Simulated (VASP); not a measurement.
# WC (P-6m2) in VASP: relaxation of cell and atoms with LDA

Aim: the relaxation of cell and atoms of WC with LDA.

All numbers are computed with VASP 6.6.1; they aren't measurements. Logs are shortened: lines on timing, memory, paths and dates and some standing lists are left out, and cuts for length are marked.

## 1. The cell of the first run

The structure is hexagonal, space group P-6m2 (No. 187). The conventional cell has a = 2.884 Å, b = 2.884 Å, c = 2.812 Å, α = 90.00°, β = 90.00°, γ = 120.00°. W (site symmetry -6m2) has 6 C at 2.18 Å and 8 W at 2.81 to 2.88 Å within 2.9 Å. Within 2.9 Å of C (site symmetry -6m2) lie 6 W at 2.18 Å and 8 C at 2.81 to 2.88 Å.

## 2. Relaxation of cell and atoms, LDA

The input, INCAR:

```
SYSTEM = WC
ALGO = Normal ; EDIFF = 1E-7
EDIFFG = -0.001 ; ENCUT = 600
GGA = CA ; IBRION = 2
ISIF = 3 ; ISMEAR = -1
LASPH = .TRUE. ; LCHARG = .FALSE.
LREAL = .FALSE. ; LWAVE = .FALSE.
NELM = 100 ; NSW = 80
PREC = Accurate ; SIGMA = 0.15
```

The input, KPOINTS:

```
k-points
0
G
  15 15 12
  0 0 0
```

The input, POSCAR:

```
WC
1.0
    2.8842496713      0.0000000000      0.0000000000
   -1.4421248357      2.4978334862      0.0000000000
    0.0000000000      0.0000000000      2.8119798401
W C
1 1
Direct
    0.0000000000      0.0000000000      0.0000000000
    0.6666666667      0.3333333333      0.5000000000
```

Potentials or basis: VASP PAW LDA potentials, release 64 (W_sv, C).

On the command line:

```bash
> cat potpaw_LDA.64/W_sv/POTCAR potpaw_LDA.64/C/POTCAR > POTCAR
> mpirun -np 1 vasp_std > vasp.out
```

OUTCAR:

```text
SYSTEM = WC
   EDIFF = 1E-7
   EDIFFG = -0.001
   ENCUT = 600
   GGA = CA
   IBRION = 2
   ISIF = 3
   ISMEAR = -1
   LASPH = .TRUE.
   LREAL = .FALSE.
   NELM = 100
   NSW = 80
   PREC = Accurate

 ion  position               nearest neighbor table
   1  0.000  0.000  0.000-   2 2.18   2 2.18   2 2.18   2 2.18   2 2.18   2 2.18
   2  0.667  0.333  0.500-   1 2.18   1 2.18   1 2.18   1 2.18   1 2.18   1 2.18

  LATTYP: Found a hexagonal cell.
 ALAT       =     2.8842496713
 C/A-ratio  =     0.9749432818

  Lattice vectors:

 A1 = (   2.8842496713,   0.0000000000,   0.0000000000)
 A2 = (  -1.4421248357,   2.4978334862,   0.0000000000)
 A3 = (   0.0000000000,   0.0000000000,   2.8119798401)

Analysis of symmetry for initial positions (statically):
=====================================================================
 Subroutine PRICEL returns:
 Original cell was already a primitive cell.

 Routine SETGRP: Setting up the symmetry group for a
 hexagonal supercell.

 Subroutine GETGRP returns: Found 12 space group operations
 (whereof 12 operations were pure point group operations)
 out of a pool of 24 trial point group operations.

The static configuration has the point symmetry D_3h.

Analysis of symmetry for dynamics (positions and initial velocities):
=====================================================================
 Subroutine PRICEL returns:
 Original cell was already a primitive cell.

 Routine SETGRP: Setting up the symmetry group for a
 hexagonal supercell.

 Subroutine GETGRP returns: Found 12 space group operations
 (whereof 12 operations were pure point group operations)
 out of a pool of 24 trial point group operations.

The dynamic configuration has the point symmetry D_3h.

 Subroutine INISYM returns: Found 12 space group operations
 (whereof 12 operations are pure point group operations),
 and found     1 'primitive' translations

----------------------------------------------------------------------------------------

                                     Primitive cell

  volume of cell :      20.2586

  direct lattice vectors                    reciprocal lattice vectors
     2.884249671  0.000000000  0.000000000     0.346710623  0.200173471  0.000000000
    -1.442124836  2.497833486  0.000000000     0.000000000  0.400346943  0.000000000
     0.000000000  0.000000000  2.811979840     0.000000000  0.000000000  0.355621326

  length of vectors
     2.884249671  2.884249671  2.811979840     0.400346943  0.400346943  0.355621326

  position of ions in fractional coordinates (direct lattice)
     0.000000000  0.000000000  0.000000000
     0.666666667  0.333333333  0.500000000

  ion indices of the primitive-cell ions
   primitive index   ion index
                 1           1
                 2           2

----------------------------------------------------------------------------------------

 KPOINTS: k-points

Automatic generation of k-mesh.
 Grid dimensions read from file:
 generate k-points for:   15   15   12

 Generating k-lattice:

  Cartesian coordinates                     Fractional coordinates (reciprocal lattice)
     0.023114042  0.013344898  0.000000000     0.066666667  0.000000000  0.000000000
     0.000000000  0.026689796  0.000000000     0.000000000  0.066666667  0.000000000
     0.000000000  0.000000000  0.029635111     0.000000000  0.000000000  0.083333333

  Length of vectors
     0.026689796  0.026689796  0.029635111

  Shift w.r.t. Gamma in fractional coordinates (k-lattice)
     0.000000000  0.000000000  0.000000000

 Subroutine IBZKPT returns following result:
 ===========================================

 Found    189 irreducible k-points:

 Following reciprocal coordinates:
            Coordinates               Weight
  0.000000  0.000000  0.000000      1.000000
  0.066667  0.000000  0.000000      6.000000
  0.133333  0.000000  0.000000      6.000000
  0.200000  0.000000  0.000000      6.000000
  0.266667  0.000000  0.000000      6.000000
  0.333333  0.000000  0.000000      6.000000
[... 16 lines left out ...]
  0.333333  0.200000  0.000000     12.000000
  0.400000  0.200000  0.000000      6.000000
 [... further k-points ...]
   k-points           NKPTS =    189   k-points in BZ     NKDIM =    189   number of bands    NBANDS=     13
   number of dos      NEDOS =    301   number of ions     NIONS =      2
   total plane-waves  NPLWV =  13824
   dimension x,y,z NGX =    24 NGY =   24 NGZ =   24
   dimension x,y,z NGXF=    48 NGYF=   48 NGZF=   48
   ions per type =               1   1
   NGX,Y,Z   is equivalent  to a cutoff of  13.83, 13.83, 14.19 a.u.
   NGXF,Y,Z  is equivalent  to a cutoff of  27.67, 27.67, 28.38 a.u.
 SYSTEM =  WC
   PREC   = accura    normal or accurate (medium, high low for compatibility)
   ISTART =      0    job   : 0-new  1-cont  2-samecut
   ICHARG =      2    charge: 1-file 2-atom 10-const
   ISPIN  =      1    spin polarized calculation?
   LNONCOLLINEAR =      F non collinear calculations
   LSORBIT =      F    spin-orbit coupling
   LASPH  =      T    aspherical Exc in radial PAW
   ENCUT  =  600.0 eV  44.10 Ry    6.64 a.u.   5.76  5.76  5.62*2*pi/ulx,y,z
   NELM   =    100;   NELMIN=  2; NELMDL= -5     # of ELM steps
   EDIFF  = 0.1E-06   stopping-criterion for ELM
   LREAL  =      F    real-space projection
   EDIFFG = -.1E-02   stopping-criterion for IOM
   NSW    =     80    number of steps for IOM
   IBRION =      2    ionic relax: 0-MD 1-quasi-New 2-CG
   NFREE  =      1    steps in history (QN), initial steepest desc. (CG)
   ISIF   =      3    stress and relaxation
   ISYM   =      2    0-nonsym 1-usesym 2-fastsym
   POTIM  = 0.5000    time-step for ionic-motion
   TEBEG  =    0.0;   TEEND  =   0.0 temperature during run
   PSTRESS=    0.0 pullay stress
   NELECT =      18.0000    total number of electrons
   NUPDOWN=      -1.0000    fix difference up-down
   EMIN   =  10.00;   EMAX   =-10.00  energy-range for DOS
   EFERMI =   0.00;   METHOD = LEGACY
   ISMEAR =    -1;   SIGMA  =   0.15  broadening in eV -4-tet -1-fermi 0-gaus
   EFERMI_NEDOS =   21; number of points for ismear=-14 and -15
   IALGO  =     38    algorithm
   IMIX   =      4    mixing-type and parameters
     AMIX     =   0.40;   BMIX     =  1.00
     AMIX_MAG =   1.60;   BMIX_MAG =  1.00
  volume/ion in A,a.u.               =      10.13        68.36
  Fermi-wavevector in a.u.,A,eV,Ry     =   1.573848  2.974142 33.701603  2.476998
  Thomas-Fermi vector in A             =   2.675071
   LORBIT       =      0    0 simple, 1 ext, 2 COOP (PROOUT), +10 PAW based schemes
   GGA     = CA    functional components
   LHFCALC =     F    Hartree Fock is set to
   AEXX    =    0.0000 exact exchange contribution
   IVDW    =     0    specifies the selected vdW correction
   LEPSILON=     F    determine dielectric tensor
   LRPA    =     F    only Hartree local field effects (RPA)
 conjugate gradient relaxation of ions
 non-spin polarized calculation
  energy-cutoff  :      600.00
  volume of cell :       20.26
 maximum number of plane-waves:       689
 NGX is ok and might be reduce to    24
   NGX = 11   NGY = 11   NGZ = 11

--------------------------------------- Ionic step        1  -------------------------------------------

 number of electron      18.0000000 magnetization

 Free energy of the ion-electron system (eV)
  ---------------------------------------------------
  ext. energy  EPLUGINS =         0.00000000
  ---------------------------------------------------
  free energy    TOTEN  =       -24.71215730 eV

  energy without entropy =      -24.68909497  energy(sigma->0) =      -24.70062613

------------------------ aborting loop because EDIFF is reached ----------------------------------------

  FORCE on cell =-STRESS in cart. coord.  units (eV):
  Direction    XX          YY          ZZ          XY          YZ          ZX
  --------------------------------------------------------------------------------------
  -------------------------------------------------------------------------------------
  Total        0.3218711      0.3218711      0.3450715     -0.0000000      0.0000000      0.0000000
  in kB       25.4556400     25.4556400     27.2904811     -0.0000000      0.0000000      0.0000000
  external PRESSURE =      26.0672537 kB  Pullay stress =       0.0000000 kB
[... 89 lines left out ...]
  FREE ENERGIE OF THE ION-ELECTRON SYSTEM (eV)
  ---------------------------------------------------
  free  energy   TOTEN  =       -24.7131609756 eV

  energy  without entropy=      -24.6899460833  energy(sigma->0) =      -24.70155353

[... ionic steps 4 to 9 ...]

--------------------------------------- Ionic step       10  -------------------------------------------

 number of electron      18.0000001 magnetization

------------------------ aborting loop because EDIFF is reached ----------------------------------------
[... 67 lines left out ...]
--------------------------------------- Ionic step       12  -------------------------------------------

 number of electron      18.0000001 magnetization

 Free energy of the ion-electron system (eV)
  ---------------------------------------------------
  ext. energy  EPLUGINS =         0.00000000
  ---------------------------------------------------
  free energy    TOTEN  =       -24.71316747 eV

  energy without entropy =      -24.68992447  energy(sigma->0) =      -24.70154597

 E-fermi :  11.2854     XC(G=0): -14.0763

 val. band max:       11.2686197120   @ k =   0.4000   0.2000   0.0000
 cond. band min:      11.3452175034   @ k =   0.4667   0.0667   0.4167
 fundamental gap:      0.0765977914
 Fermi energy:        11.2854022708

 k-point     1 :       0.0000    0.0000    0.0000
  band No.  band energies     occupation
      1     -62.2506      2.00000
      2     -26.4935      2.00000
      3     -26.3837      2.00000
      4     -26.3837      2.00000
      5      -3.1686      2.00000
      6       6.8238      2.00000
      7       7.8255      2.00000
      8       7.8255      2.00000
      9      11.3819      0.68909
     10      14.5177      0.00000
     11      14.5177      0.00000
     12      16.9546      0.00000
     13      16.9546      0.00000
[... 354 lines left out ...]
  band No.  band energies     occupation
      1     -62.1802      2.00000
      2     -27.1622      2.00000
      3     -26.7854      2.00000
      4     -26.3626      2.00000
      5       0.7560      2.00000
      6       4.4207      2.00000
      7       7.1435      2.00000
      8       7.6800      2.00000
      9      11.2686      1.05588
     10      12.3202      0.00202
     11      14.1718      0.00000
     12      15.3803      0.00000
     13      19.8882      0.00000

 [... further k-points ...]

------------------------ aborting loop because EDIFF is reached ----------------------------------------

  FORCE on cell =-STRESS in cart. coord.  units (eV):
  Direction    XX          YY          ZZ          XY          YZ          ZX
  --------------------------------------------------------------------------------------
  -------------------------------------------------------------------------------------
  Total       -0.0016971     -0.0016971     -0.0018451      0.0000000     -0.0000000      0.0000000
  in kB       -0.1333930     -0.1333930     -0.1450287      0.0000000     -0.0000000      0.0000000
  external PRESSURE =      -0.1372716 kB  Pullay stress =       0.0000000 kB
[... 17 lines left out ...]
  FREE ENERGIE OF THE ION-ELECTRON SYSTEM (eV)
  ---------------------------------------------------
  free  energy   TOTEN  =       -24.7131674720 eV

  energy  without entropy=      -24.6899244732  energy(sigma->0) =      -24.70154597

 reached required accuracy - stopping structural energy minimisation
```

It took 6.8 min on 1 thread of Intel Xeon 8259CL, shared host; peak memory 0.16 GiB.

Results:

| Item | Value |
| --- | --- |
| Free energy | -24.7132 eV |
| Relaxed volume | 10.19 Å³/atom |
| Relaxed cell | a = 2.890 Å, b = 2.890 Å, c = 2.817 Å, α = 90.00°, β = 90.00°, γ = 120.00° |
| Space group after relaxing (to 0.1 Å) | P-6m2 (No. 187) |
| Energy gained by relaxing | 0.5 meV/atom |
| Ionic steps | 12 |
| Pressure after relaxing | 0.0 GPa |
| Band gap on the k mesh | zero (bands 9 and 10 overlap by 1.24 eV) |

The path:
| step | energy change (eV) | largest force (eV/Å) | pressure (GPa) | volume (Å³) |
| --- | --- | --- | --- | --- |
| 1 | 0.0000 | 0.0000 | 2.61 | 20.26 |
| 2 | 0.0073 | 0.0000 | -7.21 | 20.75 |
| 3 | -0.0010 | 0.0000 | -0.02 | 20.38 |
| 4 | -0.0010 | 0.0000 | 0.03 | 20.38 |
| 5 | -0.0010 | 0.0000 | 0.03 | 20.38 |
| 6 | -0.0010 | 0.0000 | 0.04 | 20.38 |
| 7 | -0.0010 | 0.0000 | 0.03 | 20.38 |
| 8 | -0.0010 | 0.0000 | 0.04 | 20.38 |
| 9 | -0.0010 | 0.0000 | 0.03 | 20.38 |
| 10 | -0.0010 | 0.0000 | 0.03 | 20.38 |
| 11 | -0.0010 | 0.0000 | -0.07 | 20.39 |
| 12 | -0.0010 | 0.0000 | -0.01 | 20.38 |

Final structure:
```
CELL_PARAMETERS angstrom
2.89047 0.00000 0.00000
-1.44523 2.50322 0.00000
0.00000 0.00000 2.81713
ATOMIC_POSITIONS crystal
W 0.00000 0.00000 0.00000
C 0.66667 0.33333 0.50000
```

Caveat: spin-orbit coupling is left out, which moves the levels of the heavy elements.

The gap in the log of VASP goes by the Fermi energy; the results here count the filled bands.